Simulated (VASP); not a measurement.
# Yb in VASP: a series of runs, part 2 of 2

VASP 6.6.1. Earlier steps stand in the parts before.

## (4) Single point, PBEsol, collinear spin, zero start

INCAR reads:

```
  PREC = Accurate
  ENCUT = 520
  EDIFF = 1E-6
  ISMEAR = -1
  SIGMA = 0.05
  LREAL = False
  LASPH = True
  NELM = 150
  ALGO = Normal
  ISIF = 2
  LWAVE = False
  LCHARG = False
  ISPIN = 2
  MAGMOM = 0 0
  LORBIT = 11
  NUPDOWN = 0.0
  LMAXMIX = 6
  GGA = PS
  NBANDS = 35
```

KPOINTS reads:

```
Automatic mesh
0
Gamma
  7 7 4
```

POSCAR reads:

```
Yb
1.0
    3.8799000000      0.0000000000      0.0000000000
   -1.9399500000      3.3600919641      0.0000000000
    0.0000000000      0.0000000000      6.3859000000
Yb
2
Direct
    0.6666666667      0.3333333333      0.7500000000
    0.3333333333      0.6666666667      0.2500000000
```

Potentials or basis: VASP PAW PBE potentials, release 64 (Yb).

Run with:

```
cat potpaw_PBE.64/Yb/POTCAR > POTCAR
mpirun -np 1 vasp_std > vasp.out
```

OUTCAR:

```text
PREC = Accurate
   ENCUT = 520
   EDIFF = 1E-6
   ISMEAR = -1
   LREAL = False
   LASPH = True
   NELM = 150
   ISIF = 2
   ISPIN = 2
   LORBIT = 11
   NUPDOWN = 0.0
   GGA = PS

 ion  position               nearest neighbor table
   1  0.667  0.333  0.750-
   2  0.333  0.667  0.250-

  LATTYP: Found a hexagonal cell.
 ALAT       =     3.8799000000
 C/A-ratio  =     1.6458929354

  Lattice vectors:

 A1 = (   3.8799000000,   0.0000000000,   0.0000000000)
 A2 = (  -1.9399500000,   3.3600919641,   0.0000000000)
 A3 = (   0.0000000000,   0.0000000000,   6.3859000000)

Analysis of symmetry for initial positions (statically):
=====================================================================
 Subroutine PRICEL returns:
 Original cell was already a primitive cell.

 Routine SETGRP: Setting up the symmetry group for a
 hexagonal supercell.

 Subroutine GETGRP returns: Found 24 space group operations
 (whereof 12 operations were pure point group operations)
 out of a pool of 24 trial point group operations.

The static configuration has the point symmetry D_3d.
 The point group associated with its full space group is D_6h.

Analysis of symmetry for dynamics (positions and initial velocities):
=====================================================================
 Subroutine PRICEL returns:
 Original cell was already a primitive cell.

 Routine SETGRP: Setting up the symmetry group for a
 hexagonal supercell.

 Subroutine GETGRP returns: Found 24 space group operations
 (whereof 12 operations were pure point group operations)
 out of a pool of 24 trial point group operations.

The dynamic configuration has the point symmetry D_3d.
 The point group associated with its full space group is D_6h.

Analysis of structural, dynamic, and magnetic symmetry:
=====================================================================
 Subroutine PRICEL returns:
 Original cell was already a primitive cell.

 Routine SETGRP: Setting up the symmetry group for a
 hexagonal supercell.

 Subroutine GETGRP returns: Found 24 space group operations
 (whereof 12 operations were pure point group operations)
 out of a pool of 24 trial point group operations.

The overall configuration has the point symmetry D_3d.
 The point group associated with its full space group is D_6h.

 Subroutine INISYM returns: Found 24 space group operations
 (whereof 12 operations are pure point group operations),
 and found     1 'primitive' translations

----------------------------------------------------------------------------------------

                                     Primitive cell

  volume of cell :      83.2518

  direct lattice vectors                    reciprocal lattice vectors
     3.879900000  0.000000000  0.000000000     0.257738602  0.148805451  0.000000000
    -1.939950000  3.360091964  0.000000000     0.000000000  0.297610902  0.000000000
     0.000000000  0.000000000  6.385900000     0.000000000  0.000000000  0.156594998

  length of vectors
     3.879900000  3.879900000  6.385900000     0.297610902  0.297610902  0.156594998

  position of ions in fractional coordinates (direct lattice)
[... 70 lines left out ...]
   ISTART =      0    job   : 0-new  1-cont  2-samecut
   ICHARG =      2    charge: 1-file 2-atom 10-const
   ISPIN  =      2    spin polarized calculation?
   LNONCOLLINEAR =      F non collinear calculations
   LSORBIT =      F    spin-orbit coupling
   LASPH  =      T    aspherical Exc in radial PAW
   ENCUT  =  520.0 eV  38.22 Ry    6.18 a.u.   7.21  7.21 11.87*2*pi/ulx,y,z
   NELM   =    150;   NELMIN=  2; NELMDL= -5     # of ELM steps
   EDIFF  = 0.1E-05   stopping-criterion for ELM
   LREAL  =      F    real-space projection
   EDIFFG = 0.1E-04   stopping-criterion for IOM
   NSW    =      0    number of steps for IOM
   IBRION =     -1    ionic relax: 0-MD 1-quasi-New 2-CG
   NFREE  =      0    steps in history (QN), initial steepest desc. (CG)
   ISIF   =      2    stress and relaxation
   ISYM   =      2    0-nonsym 1-usesym 2-fastsym
   POTIM  = 0.5000    time-step for ionic-motion
   TEBEG  =    0.0;   TEEND  =   0.0 temperature during run
   PSTRESS=    0.0 pullay stress
   NELECT =      48.0000    total number of electrons
   NUPDOWN=       0.0000    fix difference up-down
   EMIN   =  10.00;   EMAX   =-10.00  energy-range for DOS
   EFERMI =   0.00;   METHOD = LEGACY
   ISMEAR =    -1;   SIGMA  =   0.05  broadening in eV -4-tet -1-fermi 0-gaus
   EFERMI_NEDOS =   21; number of points for ismear=-14 and -15
   IALGO  =     38    algorithm
   IMIX   =      4    mixing-type and parameters
     AMIX     =   0.40;   BMIX     =  1.00
     AMIX_MAG =   1.60;   BMIX_MAG =  1.00
  volume/ion in A,a.u.               =      41.63       280.91
  Fermi-wavevector in a.u.,A,eV,Ry     =   1.362565  2.574875 25.260359  1.856584
  Thomas-Fermi vector in A             =   2.489044
   LORBIT       =     11    0 simple, 1 ext, 2 COOP (PROOUT), +10 PAW based schemes
   GGA     = PS    functional components
   LHFCALC =     F    Hartree Fock is set to
   AEXX    =    0.0000 exact exchange contribution
   IVDW    =     0    specifies the selected vdW correction
   LEPSILON=     F    determine dielectric tensor
   LRPA    =     F    only Hartree local field effects (RPA)
 spin polarized calculation
  energy-cutoff  :      520.00
  volume of cell :       83.25
 maximum number of plane-waves:      2254
 NGX is ok and might be reduce to    30
   NGX = 15   NGY = 15   NGZ = 23

 number of electron      48.0000033 magnetization      -0.0000000

 number of electron      48.0000033 magnetization       0.0000000

 Free energy of the ion-electron system (eV)
  ---------------------------------------------------
  ext. energy  EPLUGINS =         0.00000000
  ---------------------------------------------------
  free energy    TOTEN  =        -7.59102212 eV

  energy without entropy =       -7.55274497  energy(sigma->0) =       -7.57188354

 E-fermi :   1.0415     XC(G=0):  -8.9311

 val. band max:        1.0331403353   @ k =   0.2857   0.2857   0.2500
 cond. band min:       1.0416181599   @ k =   0.4286  -0.0000   0.0000
 fundamental gap:      0.0084778246
 Fermi energy:         1.0431021673

 spin component 1

 k-point     1 :       0.0000    0.0000    0.0000
  band No.  band energies     occupation
      1     -50.8237      1.00000
      2     -50.8160      1.00000
      3     -23.2752      1.00000
      4     -23.1081      1.00000
      5     -23.1081      1.00000
      6     -23.0806      1.00000
[... 901 lines left out ...]
     34       7.0678      0.00000
     35       7.5635      0.00000
 Fermi energy:         1.0415218172

 spin component 2

 k-point     1 :       0.0000    0.0000    0.0000
  band No.  band energies     occupation
      1     -50.8223      1.00000
      2     -50.8146      1.00000
      3     -23.2743      1.00000
      4     -23.1078      1.00000
      5     -23.1078      1.00000
      6     -23.0803      1.00000
[... 901 lines left out ...]
     34       7.0663      0.00000
     35       7.5619      0.00000

------------------------ aborting loop because EDIFF is reached ----------------------------------------

  FORCE on cell =-STRESS in cart. coord.  units (eV):
  Direction    XX          YY          ZZ          XY          YZ          ZX
  --------------------------------------------------------------------------------------
  -------------------------------------------------------------------------------------
  Total       -0.9236123     -0.9236123     -0.6860841      0.0000000      0.0000000      0.0000000
  in kB      -17.7748728    -17.7748728    -13.2036542      0.0000000      0.0000000      0.0000000
  external PRESSURE =     -16.2511333 kB  Pullay stress =       0.0000000 kB

 VOLUME and BASIS-vectors are now :
 -----------------------------------------------------------------------------
  energy-cutoff  :      520.00
  volume of cell :       83.25
      direct lattice vectors                 reciprocal lattice vectors
     3.879900000  0.000000000  0.000000000     0.257738602  0.148805451  0.000000000
    -1.939950000  3.360091964  0.000000000     0.000000000  0.297610902  0.000000000
     0.000000000  0.000000000  6.385900000     0.000000000  0.000000000  0.156594998

 POSITION                                       TOTAL-FORCE (eV/Angst)
 -----------------------------------------------------------------------------------
      1.93995      1.12003      4.78943         0.000000     -0.000000     -0.000000
     -0.00000      2.24006      1.59648        -0.000000      0.000000      0.000000
 -----------------------------------------------------------------------------------
    total drift:                               -0.000000      0.000000     -0.000000

  FREE ENERGIE OF THE ION-ELECTRON SYSTEM (eV)
  ---------------------------------------------------
  free  energy   TOTEN  =        -7.5910221170 eV

  energy  without entropy=       -7.5527449729  energy(sigma->0) =       -7.57188354

 total charge

# of ion       s       p       d       f       tot
--------------------------------------------------
    1        2.213   5.975   0.206  13.646  22.041
    2        2.213   5.975   0.206  13.646  22.041
--------------------------------------------------
tot          4.427  11.949   0.413  27.293  44.082

 magnetization (x)

# of ion       s       p       d       f       tot
--------------------------------------------------
    1        0.000  -0.000  -0.000   0.002   0.002
    2        0.000  -0.000  -0.000   0.002   0.002
--------------------------------------------------
tot          0.000  -0.001  -0.001   0.004   0.003
```

OSZICAR:

```text
N       E                     dE             d eps       ncg     rms          rms(c)
DAV:   1     0.340485678768E+03    0.34049E+03   -0.15320E+04  4934   0.892E+03
DAV:   2     0.647166023710E+02   -0.27577E+03   -0.25557E+03  4607   0.871E+02
DAV:   3     0.524980036084E+01   -0.59467E+02   -0.57964E+02  5094   0.192E+02
[... 50 lines left out ...]
DAV:  54    -0.759102457851E+01   -0.62112E-05   -0.91848E-06  4008   0.237E-01    0.650E-01
DAV:  55    -0.759102714257E+01   -0.25641E-05   -0.34931E-06  3376   0.119E-01    0.544E-01
DAV:  56    -0.759103514108E+01   -0.79985E-05   -0.25412E-05  4573   0.311E-01    0.547E-01
DAV:  57    -0.759102881263E+01    0.63284E-05   -0.70409E-06  4067   0.125E-01    0.516E-01
DAV:  58    -0.759102175319E+01    0.70594E-05   -0.10484E-06  2382   0.643E-02    0.488E-01
DAV:  59    -0.759102211702E+01   -0.36383E-06   -0.93505E-07  2650   0.880E-02
   1 F= -.75910221E+01 E0= -.75718835E+01  d E =-.382771E-01  mag=     0.0000
```

stdout:

```text
POSCAR found type information on POSCAR Yb
 POSCAR found :  1 types and       2 ions
 scaLAPACK will be used
 -----------------------------------------------------------------------------
|                                                                             |
|                                                                             |
|     You enforced a specific xc type in the INCAR file but a different       |
|     I HOPE YOU KNOW WHAT YOU ARE DOING!                                     |
|                                                                             |
 -----------------------------------------------------------------------------

 LDA part: xc-table for (Slater+PW92), standard interpolation
 POSCAR, INCAR and KPOINTS ok, starting setup
 FFT: planning ... GRIDC
 FFT: planning ... GRID_SOFT
 FFT: planning ... GRID
 WAVECAR not read
 entering main loop
```

Run time: 5.3 min. Hardware: 1 thread of Intel Xeon 6975P-C (Granite Rapids), shared host; peak memory 0.31 GiB.

Results:

```yaml
Free_energy: -7.5910 eV
Pressure: -1.6 GPa
Net_moment: 0.00 μB per cell
Valence_electrons_inside_the_program's_atomic_spheres: Yb 22.04
```

Caveat: the PAW data sets were made with another functional, which shifts forces and pressure a little; spin-orbit coupling is left out, which moves the levels of the heavy elements; the total moment is fixed, so each spin has its own Fermi level.

## (5) Single point, PBEsol, collinear spin, ferromagnetic start

INCAR reads:

```
PREC = Accurate
ENCUT = 520
EDIFF = 1E-6
ISMEAR = -1
SIGMA = 0.05
LREAL = F
LASPH = T
NELM = 150
ALGO = Normal
ISIF = 2
LWAVE = F
LCHARG = F
ISPIN = 2
MAGMOM = 0.25 0.25
LORBIT = 11
NUPDOWN = 0.5
LMAXMIX = 6
GGA = PS
NBANDS = 35
```

KPOINTS reads:

```
regular mesh
0
Gamma
  7 7 4
```

POSCAR is that of step 4.

Potentials or basis: VASP PAW PBE potentials, release 64 (Yb).

Run with:

```
cat potpaw_PBE.64/Yb/POTCAR > POTCAR
mpirun -np 1 vasp_std > vasp.out
```

OUTCAR:

```text
PREC = Accurate
   ENCUT = 520
   EDIFF = 1E-6
   ISMEAR = -1
   LREAL = F
   LASPH = T
   NELM = 150
   ISIF = 2
   ISPIN = 2
   LORBIT = 11
   NUPDOWN = 0.5
   GGA = PS

 ion  position               nearest neighbor table
   1  0.667  0.333  0.750-
   2  0.333  0.667  0.250-

  LATTYP: Found a hexagonal cell.
 ALAT       =     3.8799000000
 C/A-ratio  =     1.6458929354

  Lattice vectors:

 A1 = (   3.8799000000,   0.0000000000,   0.0000000000)
 A2 = (  -1.9399500000,   3.3600919641,   0.0000000000)
 A3 = (   0.0000000000,   0.0000000000,   6.3859000000)

Analysis of symmetry for initial positions (statically):
=====================================================================
 Subroutine PRICEL returns:
 Original cell was already a primitive cell.

 Routine SETGRP: Setting up the symmetry group for a
 hexagonal supercell.

 Subroutine GETGRP returns: Found 24 space group operations
 (whereof 12 operations were pure point group operations)
 out of a pool of 24 trial point group operations.

The static configuration has the point symmetry D_3d.
 The point group associated with its full space group is D_6h.

Analysis of symmetry for dynamics (positions and initial velocities):
=====================================================================
 Subroutine PRICEL returns:
 Original cell was already a primitive cell.

 Routine SETGRP: Setting up the symmetry group for a
 hexagonal supercell.

 Subroutine GETGRP returns: Found 24 space group operations
 (whereof 12 operations were pure point group operations)
 out of a pool of 24 trial point group operations.

The dynamic configuration has the point symmetry D_3d.
 The point group associated with its full space group is D_6h.

Analysis of structural, dynamic, and magnetic symmetry:
[... 152 lines left out ...]
  ---------------------------------------------------
  ext. energy  EPLUGINS =         0.00000000
  ---------------------------------------------------
  free energy    TOTEN  =        -7.57660259 eV

  energy without entropy =       -7.53085466  energy(sigma->0) =       -7.55372863

 E-fermi :   0.9302     XC(G=0):  -8.9306

 val. band max:        1.0834227889   @ k =   0.2857   0.2857   0.2500
 cond. band min:       1.0961473760   @ k =   0.2857   0.2857   0.0000
 fundamental gap:      0.0127245870
 Fermi energy:         1.0869379297

 spin component 1

 k-point     1 :       0.0000    0.0000    0.0000
  band No.  band energies     occupation
      1     -50.8732      1.00000
      2     -50.8654      1.00000
      3     -23.3253      1.00000
      4     -23.1532      1.00000
      5     -23.1532      1.00000
      6     -23.1255      1.00000
[... 901 lines left out ...]
     34       7.0075      0.00000
     35       7.5008      0.00000
 Fermi energy:         0.9302467246

 spin component 2

 k-point     1 :       0.0000    0.0000    0.0000
  band No.  band energies     occupation
      1     -50.8339      1.00000
      2     -50.8262      1.00000
      3     -23.2736      1.00000
      4     -23.1124      1.00000
      5     -23.1124      1.00000
      6     -23.0851      1.00000
[... 901 lines left out ...]
     34       7.1070      0.00000
     35       7.6035      0.00000

------------------------ aborting loop because EDIFF is reached ----------------------------------------

  FORCE on cell =-STRESS in cart. coord.  units (eV):
  Direction    XX          YY          ZZ          XY          YZ          ZX
  --------------------------------------------------------------------------------------
  -------------------------------------------------------------------------------------
  Total       -0.3639760     -0.3639760     -0.0830848      0.0000000      0.0000000      0.0000000
  in kB       -7.0047005     -7.0047005     -1.5989629      0.0000000      0.0000000      0.0000000
  external PRESSURE =      -5.2027880 kB  Pullay stress =       0.0000000 kB

 VOLUME and BASIS-vectors are now :
 -----------------------------------------------------------------------------
  energy-cutoff  :      520.00
  volume of cell :       83.25
      direct lattice vectors                 reciprocal lattice vectors
     3.879900000  0.000000000  0.000000000     0.257738602  0.148805451  0.000000000
    -1.939950000  3.360091964  0.000000000     0.000000000  0.297610902  0.000000000
     0.000000000  0.000000000  6.385900000     0.000000000  0.000000000  0.156594998

 POSITION                                       TOTAL-FORCE (eV/Angst)
 -----------------------------------------------------------------------------------
      1.93995      1.12003      4.78943        -0.000000      0.000000      0.000000
     -0.00000      2.24006      1.59648         0.000000     -0.000000      0.000000
 -----------------------------------------------------------------------------------
    total drift:                               -0.000000      0.000000     -0.000000

  FREE ENERGIE OF THE ION-ELECTRON SYSTEM (eV)
  ---------------------------------------------------
  free  energy   TOTEN  =        -7.5766025923 eV

  energy  without entropy=       -7.5308546593  energy(sigma->0) =       -7.55372863

 total charge

# of ion       s       p       d       f       tot
--------------------------------------------------
    1        2.213   5.974   0.210  13.639  22.036
    2        2.213   5.974   0.210  13.639  22.036
--------------------------------------------------
tot          4.427  11.949   0.419  27.278  44.073

 magnetization (x)

# of ion       s       p       d       f       tot
--------------------------------------------------
    1        0.000   0.018   0.039   0.046   0.103
    2        0.000   0.018   0.039   0.046   0.103
--------------------------------------------------
tot          0.000   0.036   0.077   0.093   0.206
```

stdout:

```text
POSCAR found type information on POSCAR Yb
 POSCAR found :  1 types and       2 ions
 scaLAPACK will be used
 -----------------------------------------------------------------------------
|                                                                             |
|                                                                             |
|     You enforced a specific xc type in the INCAR file but a different       |
|     I HOPE YOU KNOW WHAT YOU ARE DOING!                                     |
|                                                                             |
 -----------------------------------------------------------------------------

 LDA part: xc-table for (Slater+PW92), standard interpolation
 POSCAR, INCAR and KPOINTS ok, starting setup
 FFT: planning ... GRIDC
 FFT: planning ... GRID_SOFT
 FFT: planning ... GRID
 WAVECAR not read
 entering main loop
```

It took 4.7 min on 1 thread of Intel Xeon 6975P-C (Granite Rapids), shared host; peak memory 0.31 GiB.

What came out:

- Free energy: -7.5766 eV
- Pressure: -0.5 GPa
- Net moment: 0.50 μB per cell
- Site moments: Yb +0.10 μB
- Valence electrons inside the program's atomic spheres: Yb 22.04

Caveat: the PAW data sets were made with another functional, which shifts forces and pressure a little; spin-orbit coupling is left out, which moves the levels of the heavy elements; the total moment is fixed, so each spin has its own Fermi level. The state reached can hang on the start; a lower one may exist.

## (6) Summary

```tsv
level	spin	fixed moment (μB)	cell	k mesh	cutoff (eV)	gap on the mesh (eV)	pressure (GPa)	moment (μB)
PBEsol	collinear, antiferromagnetic start	-	as given, atomic positions A	8 × 8 × 4	520	none	-2.9	0.00
PBE	collinear, ferromagnetic start	-	as given, atomic positions B	8 × 8 × 4	600	none	-2.5	0.00
PBEsol	collinear, zero start	0.0	as given, atomic positions A	7 × 7 × 4	520	-	-1.6	0.00
PBEsol	collinear, ferromagnetic start	0.5	as given, atomic positions A	7 × 7 × 4	520	-	-0.5	0.50
```

Alike in all rows: task single point; potentials or basis VASP PAW PBE potentials, release 64 (Yb); smearing fermi-dirac 0.05 eV.

Caveats: spin-orbit coupling is left out, which moves the levels of the heavy elements; the PAW data sets were made with another functional, which shifts forces and pressure a little (at least some runs); the total moment is fixed, so each spin has its own Fermi level (at least some runs).

Absolute energies hang on the potentials; compare differences alone.
